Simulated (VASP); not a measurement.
# MgAu3: single point with LDA

The system is MgAu3.

```
Mg Au
1.0
    -2.04104    2.04104    4.16010
     2.04104   -2.04104    4.16010
     2.04104    2.04104   -4.16010
Mg Au
1 3
Direct
  0.00000 0.00000 0.00000
  0.50000 0.50000 0.00000
  0.75000 0.25000 0.50000
  0.25000 0.75000 0.50000
```

```
Program                : VASP 6.6.1
Task                   : single point
Functional             : LDA
Potentials or basis    : VASP PAW LDA potentials, release 64 (Mg, Au)
Cutoff                 : 600 eV
k mesh                 : 7 × 7 × 7
Occupations            : fermi-dirac, width 0.15 eV
Spin                   : no spin polarisation
Dipole correction      : no
Further INCAR settings : ALGO = Normal; EDIFF = 1e-06; NBANDS = 26
```

```yaml
Pressure: -6.9 GPa
Band_gap_on_the_k_mesh: zero (an odd number of electrons rules out a gap without spin polarisation)
```

Stress tensor (GPa, compression positive):
```
-6.84  0.00  0.00
 0.00 -6.84  0.00
 0.00  0.00 -7.09
```

Levels at points of the mesh, in eV from the Fermi level:
```
           k point  band 14  band 15  band 16  band 17  band 18  band 19  band 20  band 21
(0.00, 0.00, 0.00)    -3.05    -2.80    -1.90     0.36     3.32     4.49     4.49     4.56
```

Wall time 60 s on 1 thread of AMD EPYC 9R45 96-Core Processor (Zen 5), with other jobs on the host, peak memory 0.21 GiB.

Caveat: the cell stands under tension; spin-orbit coupling is left out, which moves the levels of the heavy elements.
